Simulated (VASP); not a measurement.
Set up this calculation in VASP 6.6.1, as the native input.

```yaml
Task: single point
Functional: PBE
Potentials_or_basis: VASP PAW PBE potentials, release 64 (W_sv, C, O)
Cutoff: 520 eV
k_mesh: 2 × 2 × 1
Occupations: fermi-dirac, width 0.05 eV
Spin: no spin polarisation
Dipole_correction: no
Further_INCAR_settings: LREAL = Auto; ALGO = Normal; EDIFF = 1e-07; NBANDS = 89
```

The structure of W8C8O lies in POSCAR:

```
W8C8O
1.0
    5.7832000000      0.0000000000      0.0000000000
   -2.8916000000      5.0083980000      0.0000000000
    0.0000000000      0.0000000000     15.2447000000
W C O
8 8 1
Direct
    0.0000000000      0.0000000000      0.0655965680
   -0.0138914220     -0.0118401133      0.2583520830
    0.0000000998      0.5000001997      0.0655965680
   -0.0106687242      0.4802533664      0.2566203336
    0.5000000000      0.0000000000      0.0655965680
    0.5008579164     -0.0090048754      0.2451081359
    0.5000000998      0.5000001997      0.0655965680
    0.4795866711      0.4779172901      0.2584767165
    0.2792203188      0.1430996498      0.1572677718
    0.3280440936      0.1358917562      0.3211607969
    0.3428065268      0.6648632956      0.1622203126
    0.3626152928      0.6937947024      0.3324302872
    0.8264054180      0.1862871122      0.1507409132
    0.3472496417     -0.2702261282      0.4213857931
    0.8108999327      0.6544807342      0.1612035658
    0.8600265448      0.6461147856      0.3340308435
   -0.5718205326     -0.2007028994      0.4971563888
```

The input as run:

INCAR

```
SYSTEM = W8C8O
ALGO = Normal ; EDIFF = 1E-7
ENCUT = 520 ; GGA = PE
ISIF = 2 ; ISMEAR = -1
LASPH = .TRUE. ; LCHARG = .TRUE.
LELF = .TRUE. ; LREAL = Auto
LVHAR = .TRUE. ; LWAVE = .FALSE.
NBANDS = 89 ; NELM = 80
PREC = Accurate ; SIGMA = 0.05
```

KPOINTS

```
k-points
0
G
  2 2 1
  0 0 0
```

Potentials or basis: VASP PAW PBE potentials, release 64 (W_sv, C, O).

Command:

```bash
$ cat potpaw_PBE.64/W_sv/POTCAR potpaw_PBE.64/C/POTCAR potpaw_PBE.64/O/POTCAR > POTCAR
$ mpirun -np 1 vasp_std > vasp.out
```

It gave:

* Largest force: 5.250 eV/Å
* Band gap on the k mesh: zero (bands 75 and 76 overlap by 0.52 eV)

Caveat: the k points lie up to 0.63 Å⁻¹ apart, too coarse for converged energies and pressures of a metal; the atoms stand as in a frame of molecular dynamics; spin-orbit coupling is left out, which moves the levels of the heavy elements.

It took 8.2 min on 1 thread of Intel(R) Xeon(R) Platinum 8375C CPU @ 2.90GHz (Ice Lake) (shared host), peak memory 0.62 GiB.
